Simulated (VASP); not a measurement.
# Sc12H (a cell with a defect) in VASP: notebook

Runs on Sc12H (a cell with a defect). Level: LDA. Tasks: single point.

Everything below comes from runs of VASP 6.6.1. Logs are shortened: lines on timing, memory, paths and dates and some standing lists are left out, and cuts for length are marked.

### Step 1. The cell of the first run

The cell holds a defect, 13 atoms: a = 6.620 Å, b = 9.930 Å, c = 5.276 Å, α = 90.00°, β = 90.00°, γ = 120.00°.

### Step 2. Single point, LDA

Input file INCAR:

```
SYSTEM = Sc12H
PREC = Accurate ; ENCUT = 520
EDIFF = 1E-6 ; ISMEAR = 0
SIGMA = 0.05 ; LREAL = .FALSE.
LASPH = .TRUE. ; NELM = 60
ALGO = Normal ; ISIF = 2
LWAVE = .FALSE. ; LCHARG = .FALSE.
GGA = CA ; NBANDS = 78
```

Input file KPOINTS:

```
Automatic mesh
0
G
  3 2 3
  0 0 0
```

Input file POSCAR:

```
Sc12H
1.0
    6.6200000000      0.0000000000      0.0000000000
   -4.9650000000      8.5996320000      0.0000000000
    0.0000000000      0.0000000000      5.2761400000
Sc H
12 1
Direct
    0.0016047368      0.0003766747     -0.0141619581
    0.1705218756      0.2255525383      0.5038280312
    0.0007612495      0.3321956229      0.0034216277
    0.1648688060      0.5537049662      0.5045502956
    0.0032567262      0.6684436139      0.0043840750
    0.1691848227      0.8883797482      0.5038868219
    0.5015218470     -0.0001792109      0.0040785914
    0.6670836071      0.2214789414      0.5025659859
    0.5012500387      0.3338521497      0.0029285707
    0.6697968450      0.5569705420      0.5041309933
    0.5007814180      0.6666124094      0.0057833121
    0.6655391835      0.8882459775      0.5047773814
    0.0021061437      0.0012882267      0.5993715717
```

Potentials or basis: VASP PAW LDA potentials, release 64 (Sc_sv, H).

Launch:

```bash
cat potpaw_LDA.64/Sc_sv/POTCAR potpaw_LDA.64/H/POTCAR > POTCAR
mpirun -np 1 vasp_std > vasp.out
```

OUTCAR:

```text
SYSTEM = Sc12H
   PREC = Accurate
   ENCUT = 520
   EDIFF = 1E-6
   ISMEAR = 0
   LREAL = .FALSE.
   LASPH = .TRUE.
   NELM = 60
   ISIF = 2
   GGA = CA

 ion  position               nearest neighbor table
   1  0.002  0.000  0.986-  13 2.04  12 3.19   6 3.19   2 3.20   3 3.30   5 3.30   7 3.31   9 3.31
                             7 3.31  11 3.32   6 3.34  12 3.35   2 3.35
   2  0.171  0.226  0.504-  13 1.99   1 3.20   3 3.24   9 3.24   3 3.25   9 3.25   4 3.28  10 3.30
                             8 3.31   8 3.31   6 3.34  12 3.35   1 3.35
   3  0.001  0.332  0.003-   2 3.24   2 3.25   4 3.25   8 3.26   4 3.26   8 3.26   1 3.30   7 3.30
                             9 3.31   9 3.32  11 3.32   5 3.33
   4  0.165  0.554  0.505-   3 3.25   5 3.26   3 3.26   5 3.26  11 3.26  11 3.27   2 3.28  10 3.29
                             8 3.30   6 3.31  12 3.32  10 3.33
   5  0.003  0.668  0.004-   6 3.24   6 3.25  10 3.26   4 3.26  10 3.26   4 3.26   7 3.29  11 3.30
                             1 3.30  11 3.32   9 3.32   3 3.33
   6  0.169  0.888  0.504-  13 1.99   1 3.19   5 3.24   5 3.25   7 3.25   7 3.26  12 3.29  10 3.30
                             8 3.30   4 3.31  12 3.33   1 3.34   2 3.34
   7  0.502  1.000  0.004-  12 3.25   8 3.25   6 3.25  12 3.25   6 3.26   8 3.26   5 3.29   3 3.30
                            11 3.31   1 3.31   1 3.31   9 3.32
   8  0.667  0.221  0.503-   7 3.25   3 3.26   9 3.26   7 3.26   3 3.26   9 3.26   4 3.30   6 3.30
                            12 3.30   2 3.31   2 3.31  10 3.32
   9  0.501  0.334  0.003-   2 3.24   2 3.25  10 3.26   8 3.26   8 3.26  10 3.27   3 3.31  11 3.31
                             1 3.31   3 3.32   7 3.32   5 3.32
  10  0.670  0.557  0.504-  11 3.25   5 3.26   9 3.26   5 3.26  11 3.27   9 3.27   4 3.29   2 3.30
                             6 3.30  12 3.30   8 3.32   4 3.33
  11  0.501  0.667  0.006-  12 3.25  10 3.25  12 3.26   4 3.26  10 3.27   4 3.27   5 3.30   9 3.31
                             7 3.31   3 3.32   1 3.32   5 3.32
  12  0.666  0.888  0.505-  13 1.99   1 3.19   7 3.25  11 3.25   7 3.25  11 3.26   6 3.29  10 3.30
                             8 3.30   4 3.32   6 3.33   2 3.35   1 3.35
  13  0.002  0.001  0.599-  12 1.99   2 1.99   6 1.99   1 2.04

  LATTYP: Found a simple monoclinic cell.
 ALAT       =     6.6200000000
 B/A-ratio  =     0.7970000000
 C/A-ratio  =     1.3228756170
 COS(beta)  =    -0.1889822420

  Lattice vectors:

 A1 = (   6.6200000000,   0.0000000000,   0.0000000000)
 A2 = (   0.0000000000,   0.0000000000,   5.2761400000)
 A3 = (  -1.6550000000,  -8.5996320000,   0.0000000000)

Analysis of symmetry for initial positions (statically):
=====================================================================
 Subroutine PRICEL returns:
 Original cell was already a primitive cell.

 Routine SETGRP: Setting up the symmetry group for a
 simple monoclinic supercell.

 Subroutine GETGRP returns: Found  1 space group operations
 (whereof  1 operations were pure point group operations)
 out of a pool of  4 trial point group operations.

The static configuration has the point symmetry C_1 .

Analysis of symmetry for dynamics (positions and initial velocities):
=====================================================================
 Subroutine PRICEL returns:
 Original cell was already a primitive cell.

 Routine SETGRP: Setting up the symmetry group for a
 simple monoclinic supercell.

 Subroutine GETGRP returns: Found  1 space group operations
 (whereof  1 operations were pure point group operations)
 out of a pool of  4 trial point group operations.

The dynamic configuration has the point symmetry C_1 .

 Subroutine INISYM returns: Found  1 space group operations
 (whereof  1 operations are pure point group operations),
 and found     1 'primitive' translations

----------------------------------------------------------------------------------------

                                     Primitive cell

  volume of cell :     300.3683

  direct lattice vectors                    reciprocal lattice vectors
     6.620000000  0.000000000  0.000000000     0.151057402  0.087213034  0.000000000
    -4.965000000  8.599632000  0.000000000     0.000000000  0.116284046  0.000000000
     0.000000000  0.000000000  5.276140000     0.000000000  0.000000000  0.189532499

  length of vectors
     6.620000000  9.929999775  5.276140000     0.174426065  0.116284046  0.189532499
[... 69 lines left out ...]
|                                                                             |
 -----------------------------------------------------------------------------

 Subroutine IBZKPT returns following result:
 ===========================================

 Found     10 irreducible k-points:

 Following reciprocal coordinates:
            Coordinates               Weight
  0.000000  0.000000  0.000000      1.000000
  0.333333  0.000000  0.000000      2.000000
  0.000000  0.500000  0.000000      1.000000
  0.333333  0.500000  0.000000      2.000000
  0.000000  0.000000  0.333333      2.000000
  0.333333  0.000000  0.333333      2.000000
 -0.333333 -0.000000  0.333333      2.000000
  0.000000  0.500000  0.333333      2.000000
  0.333333  0.500000  0.333333      2.000000
 -0.333333  0.500000  0.333333      2.000000
   k-points           NKPTS =     10   k-points in BZ     NKDIM =     10   number of bands    NBANDS=     78
   number of dos      NEDOS =    301   number of ions     NIONS =     13
   total plane-waves  NPLWV = 160000
   dimension x,y,z NGX =    50 NGY =   80 NGZ =   40
   dimension x,y,z NGXF=   100 NGYF=  160 NGZF=   80
   ions per type =              12   1
   NGX,Y,Z   is equivalent  to a cutoff of  12.56, 13.39, 12.60 a.u.
   NGXF,Y,Z  is equivalent  to a cutoff of  25.11, 26.79, 25.21 a.u.
 SYSTEM =  Sc12H
   PREC   = accura    normal or accurate (medium, high low for compatibility)
   ISTART =      0    job   : 0-new  1-cont  2-samecut
   ICHARG =      2    charge: 1-file 2-atom 10-const
   ISPIN  =      1    spin polarized calculation?
   LNONCOLLINEAR =      F non collinear calculations
   LSORBIT =      F    spin-orbit coupling
   LASPH  =      T    aspherical Exc in radial PAW
   ENCUT  =  520.0 eV  38.22 Ry    6.18 a.u.  12.31 18.46  9.81*2*pi/ulx,y,z
   NELM   =     60;   NELMIN=  2; NELMDL= -5     # of ELM steps
   EDIFF  = 0.1E-05   stopping-criterion for ELM
   LREAL  =      F    real-space projection
   EDIFFG = 0.1E-04   stopping-criterion for IOM
   NSW    =      0    number of steps for IOM
   IBRION =     -1    ionic relax: 0-MD 1-quasi-New 2-CG
   NFREE  =      0    steps in history (QN), initial steepest desc. (CG)
   ISIF   =      2    stress and relaxation
   ISYM   =      2    0-nonsym 1-usesym 2-fastsym
   POTIM  = 0.5000    time-step for ionic-motion
   TEBEG  =    0.0;   TEEND  =   0.0 temperature during run
   PSTRESS=    0.0 pullay stress
   NELECT =     133.0000    total number of electrons
   NUPDOWN=      -1.0000    fix difference up-down
   EMIN   =  10.00;   EMAX   =-10.00  energy-range for DOS
   EFERMI =   0.00;   METHOD = LEGACY
   ISMEAR =     0;   SIGMA  =   0.05  broadening in eV -4-tet -1-fermi 0-gaus
   EFERMI_NEDOS =   21; number of points for ismear=-14 and -15
   IALGO  =     38    algorithm
   IMIX   =      4    mixing-type and parameters
     AMIX     =   0.40;   BMIX     =  1.00
     AMIX_MAG =   1.60;   BMIX_MAG =  1.00
  volume/ion in A,a.u.               =      23.11       155.92
  Fermi-wavevector in a.u.,A,eV,Ry     =   1.247788  2.357977 21.183915  1.556974
  Thomas-Fermi vector in A             =   2.381904
   LORBIT       =      0    0 simple, 1 ext, 2 COOP (PROOUT), +10 PAW based schemes
   GGA     = CA    functional components
   LHFCALC =     F    Hartree Fock is set to
   AEXX    =    0.0000 exact exchange contribution
   IVDW    =     0    specifies the selected vdW correction
   LEPSILON=     F    determine dielectric tensor
   LRPA    =     F    only Hartree local field effects (RPA)
 non-spin polarized calculation
 Gauss-broadening in eV      SIGMA  =   0.05
  energy-cutoff  :      520.00
  volume of cell :      300.37
 maximum number of plane-waves:      8103
 NGX is ok and might be reduce to    50
   NGX = 25   NGY = 37   NGZ = 19

 number of electron     132.9999999 magnetization

 Free energy of the ion-electron system (eV)
  ---------------------------------------------------
  ext. energy  EPLUGINS =         0.00000000
  ---------------------------------------------------
  free energy    TOTEN  =       -84.74631603 eV

  energy without entropy =      -84.71230488  energy(sigma->0) =      -84.72931045

 E-fermi :   3.4230     XC(G=0): -10.1199

 val. band max:        3.4218293067   @ k =  -0.3333   0.5000   0.3333
 cond. band min:       3.4236895600   @ k =   0.3333   0.5000   0.3333
 fundamental gap:      0.0018602533
 Fermi energy:         3.4229916882

 k-point     1 :       0.0000    0.0000    0.0000
  band No.  band energies     occupation
      1     -45.4342      2.00000
      2     -45.4014      2.00000
      3     -45.3781      2.00000
      4     -45.3680      2.00000
      5     -45.3567      2.00000
      6     -45.3555      2.00000
[... 799 lines left out ...]
     77       4.3422      0.00000
     78       4.4062      0.00000

------------------------ aborting loop because EDIFF is reached ----------------------------------------

  FORCE on cell =-STRESS in cart. coord.  units (eV):
  Direction    XX          YY          ZZ          XY          YZ          ZX
  --------------------------------------------------------------------------------------
  -------------------------------------------------------------------------------------
  Total       -8.7647375     -8.7548181    -11.3943213     -0.0019579      0.0435918      0.0082020
  in kB      -46.7514762    -46.6985658    -60.7777863     -0.0104435      0.2325202      0.0437496
  external PRESSURE =     -51.4092761 kB  Pullay stress =       0.0000000 kB

 VOLUME and BASIS-vectors are now :
 -----------------------------------------------------------------------------
  energy-cutoff  :      520.00
  volume of cell :      300.37
      direct lattice vectors                 reciprocal lattice vectors
     6.620000000  0.000000000  0.000000000     0.151057402  0.087213034  0.000000000
    -4.965000000  8.599632000  0.000000000     0.000000000  0.116284046  0.000000000
     0.000000000  0.000000000  5.276140000     0.000000000  0.000000000  0.189532499

 POSITION                                       TOTAL-FORCE (eV/Angst)
 -----------------------------------------------------------------------------------
      0.00875      0.00324      5.20142         0.002737     -0.001050      0.015149
      0.00899      1.93967      2.65827         0.001375      0.016533     -0.003604
     -1.64431      2.85676      0.01805        -0.000188      0.002349     -0.002239
     -1.65771      4.76166      2.66208        -0.000936     -0.003765      0.000621
     -3.29726      5.74837      0.02313        -0.000992      0.000542     -0.001614
     -3.29080      7.63974      2.65858         0.008081     -0.007190     -0.003920
     -1.64404      8.59809      0.02152         0.001250      0.002074     -0.000539
      3.31645      1.90464      2.65161        -0.000285      0.001357      0.001592
      1.66070      2.87101      0.01545         0.000356     -0.001783     -0.001200
      1.66870      4.78974      2.65987         0.000537      0.001912      0.000841
      0.00544      5.73262      0.03051         0.000319     -0.001710     -0.000579
     -0.00427      7.63859      2.66328        -0.012940     -0.008512     -0.003282
      0.00755      0.01108      3.16237         0.000687     -0.000757     -0.001225
 -----------------------------------------------------------------------------------
    total drift:                                0.000021      0.000225     -0.001829

  FREE ENERGIE OF THE ION-ELECTRON SYSTEM (eV)
  ---------------------------------------------------
  free  energy   TOTEN  =       -84.7463160336 eV

  energy  without entropy=      -84.7123048756  energy(sigma->0) =      -84.72931045
```

It took 16 min on 1 thread of Intel Xeon 8259CL, shared host; peak memory 0.39 GiB.

Results:

| Property | Result |
| --- | --- |
| Free energy | -84.7463 eV |
| Pressure | -5.1 GPa |
| Largest force | 0.017 eV/Å |
| Band gap on the k mesh | zero (an odd number of electrons rules out a gap without spin polarisation) |

Forces on the atoms (eV/Å):
```
Sc   0.003 -0.001  0.015
Sc   0.001  0.017 -0.004
Sc   0.000  0.002 -0.002
Sc  -0.001 -0.004  0.001
Sc  -0.001  0.001 -0.002
Sc   0.008 -0.007 -0.004
Sc   0.001  0.002 -0.001
Sc   0.000  0.001  0.002
Sc   0.000 -0.002 -0.001
Sc   0.001  0.002  0.001
Sc   0.000 -0.002 -0.001
Sc  -0.013 -0.009 -0.003
H    0.001 -0.001 -0.001
```

Levels at points of the mesh, in eV from the Fermi level:
```tsv
k point	band 63	band 64	band 65	band 66	band 67	band 68	band 69	band 70
(0.00, 0.00, 0.00)	-0.56	-0.53	-0.47	-0.41	-0.27	-0.26	0.02	0.10
(0.00, 0.50, 0.00)	-0.57	-0.56	-0.47	-0.27	-0.26	-0.25	-0.01	0.08
```

Caveat: the k points lie up to 0.40 Å⁻¹ apart, too coarse for converged energies and pressures of a metal.

### Step 3. Single point, LDA

Input file INCAR:

```
PREC = Accurate
ENCUT = 520
EDIFF = 1E-6
ISMEAR = 0
SIGMA = 0.05
LREAL = F
LASPH = T
NELM = 100
ALGO = Normal
ISIF = 2
LWAVE = F
LCHARG = T
LELF = T
LVHAR = T
NBANDS = 78
```

Input file KPOINTS:

```
regular mesh
0
Gamma
  3 2 3
```

Input file POSCAR:

```
Sc12H
1.0
    6.6200000000      0.0000000000      0.0000000000
   -4.9650000000      8.5996320000      0.0000000000
    0.0000000000      0.0000000000      5.2761400000
Sc H
12 1
Direct
   -0.0011294379      0.0001062242      0.0154693497
    0.1679919632      0.2254365529      0.4973910583
   -0.0018829415      0.3319209619     -0.0021677277
    0.1620756868      0.5533003746      0.4967950910
    0.0006143343      0.6684850815     -0.0033322529
    0.1663597009      0.8881494618      0.4971967322
    0.4986869341     -0.0004057173     -0.0030859564
    0.6643021455      0.2212061483      0.4985749734
    0.4982435509      0.3334579630     -0.0017597185
    0.6669792935      0.5566734295      0.4970805179
    0.4978532563      0.6662534618     -0.0044713704
    0.6624592535      0.8878586571      0.4966284093
   -0.0009681196      0.0010892307      0.4019829242
```

Potentials or basis: VASP PAW LDA potentials, release 64 (Sc_sv, H).

Launch:

```bash
cat potpaw_LDA.64/Sc_sv/POTCAR potpaw_LDA.64/H/POTCAR > POTCAR
mpirun -np 1 vasp_std > vasp.out
```

Wall time 14 min (1 thread of Intel Xeon 8259CL, shared host); peak memory 0.39 GiB.

The run converged. Its results:

- Free energy: -84.7463 eV
- Pressure: -5.1 GPa
- Largest force: 0.016 eV/Å
- Band gap on the k mesh: zero (an odd number of electrons rules out a gap without spin polarisation)

Forces in eV/Å, atoms in the order of the input:
```
Sc  -0.002 -0.001 -0.015
Sc  -0.002  0.010  0.004
Sc  -0.005  0.003  0.001
Sc  -0.004  0.003 -0.003
Sc   0.002 -0.010  0.004
Sc   0.007 -0.005  0.004
Sc   0.002  0.001  0.004
Sc   0.000  0.000 -0.001
Sc   0.005  0.004  0.001
Sc   0.000  0.003 -0.001
Sc   0.001  0.000  0.001
Sc  -0.009 -0.006 -0.001
H    0.006 -0.002  0.002
```

Stress tensor (GPa, compression positive):
```
-4.68  0.00  0.00
 0.00 -4.67 -0.02
 0.00 -0.02 -6.08
```

Levels at points of the mesh, in eV from the Fermi level:
| k point | band 63 | band 64 | band 65 | band 66 | band 67 | band 68 | band 69 | band 70 |
| --- | --- | --- | --- | --- | --- | --- | --- | --- |
| (0.00, 0.00, 0.00) | -0.56 | -0.53 | -0.47 | -0.41 | -0.27 | -0.26 | 0.02 | 0.10 |
| (0.00, 0.50, 0.00) | -0.57 | -0.56 | -0.47 | -0.27 | -0.26 | -0.25 | -0.01 | 0.08 |

Caveat: the k points lie up to 0.40 Å⁻¹ apart, too coarse for converged energies and pressures of a metal.
